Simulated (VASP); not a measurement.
Wanted: the native input for a VASP 6.6.1 run.

- Task: single point
- Functional: PBEsol
- Potentials or basis: VASP PAW PBE potentials, release 64 (Cu, Al, N)
- Cutoff: 520 eV
- k mesh: 3 × 3 × 4
- Occupations: gaussian, width 0.05 eV
- Spin: collinear spin
- Starting moments: [2.0, 0.0, 0.0, 0.0, 0.0, 0.0, 0.0, 0.0, 0.0, 0.0, 0.0, 0.0, 0.0, 0.0, 0.0, 0.0] μB
- Hubbard terms: Cu d U = 5.0 eV
- Dipole correction: no
- Further INCAR settings: LREAL = Auto; ALGO = Normal; EDIFF = 1e-06; NBANDS = 54

The structure of Al7CuN8 lies in POSCAR:

```
Al7CuN8
1.0
    6.2200009000      0.0000000000      0.0000000000
   -3.1100004000      5.3866788000      0.0000000000
    0.0000000000      0.0000000000      4.9800000000
Cu Al N
1 7 8
Direct
    0.3339336140      0.1691495691     -0.0014966277
    0.3375098551      0.6709391959      0.0015040463
    0.8321998458      0.1656824480      0.0015409637
    0.8322065571      0.6709722919      0.0015024250
    0.1657365498      0.3374053634      0.4969759808
    0.1657392948      0.8327019957      0.4969692731
    0.6703959247      0.3374203785      0.4969384856
    0.6673029126      0.8358739215      0.5001740705
    0.3339428843      0.1691599136      0.3968970127
    0.3354426130      0.6699019125      0.3801732082
    0.8332337029      0.1677486867      0.3801841909
    0.8332352628      0.6699316431      0.3801551247
    0.1588060160      0.3443254492      0.8765318962
    0.1588040603      0.8188600278      0.8765268096
    0.6842410928      0.3443521204      0.8765265623
    0.6673168257      0.8358895652      0.8801674354
```

These files were run (other wordings do the same):

INCAR

```
SYSTEM = Al7CuN8
ALGO = Normal
EDIFF = 1E-6
ENCUT = 520
GGA = PS
ISIF = 2
ISMEAR = 0
ISPIN = 2
LASPH = .TRUE.
LCHARG = .TRUE.
LDAU = .TRUE.
LDAUJ = 0 0 0
LDAUL = 2 -1 -1
LDAUPRINT = 1
LDAUTYPE = 2
LDAUU = 5 0 0
LELF = .TRUE.
LMAXMIX = 4
LORBIT = 11
LREAL = Auto
LVHAR = .TRUE.
LWAVE = .FALSE.
MAGMOM = 2 0 0 0 0 0 0 0 0 0 0 0 0 0 0 0
NBANDS = 54
NELM = 150
PREC = Accurate
SIGMA = 0.05
```

KPOINTS

```
k-points
0
G
  3 3 4
  0 0 0
```

Potentials or basis: VASP PAW PBE potentials, release 64 (Cu, Al, N).

Run with:

```sh
$ cat potpaw_PBE.64/Cu/POTCAR potpaw_PBE.64/Al/POTCAR potpaw_PBE.64/N/POTCAR > POTCAR
$ mpirun -np 1 vasp_std > vasp.out
```

It gave:

```
Pressure                                              : 2.6 GPa
Largest force                                         : 0.372 eV/Å
Band gap on the k mesh                                : zero (filled and empty bands overlap)
Net moment                                            : 1.99 μB per cell
Site moments                                          : Cu +0.64; Al -0.00, +0.00 (each value once); N +0.23, +0.01 (each value once) μB
Valence electrons inside the program's atomic spheres : Cu 10.09; Al 0.83, 0.82 (each value once); N 3.78, 3.85, 3.86 (each value once)
```

Caveat: the k points lie up to 0.39 Å⁻¹ apart, too coarse for converged energies and pressures of a metal; the PAW data sets were made with another functional, which shifts forces and pressure a little; a cell with one magnetic atom can't hold antiferromagnetic order, which such compounds often take.

Wall time 10 min on 1 thread of Intel(R) Xeon(R) Platinum 8488C (Sapphire Rapids), with other jobs on the host, peak memory 0.48 GiB.
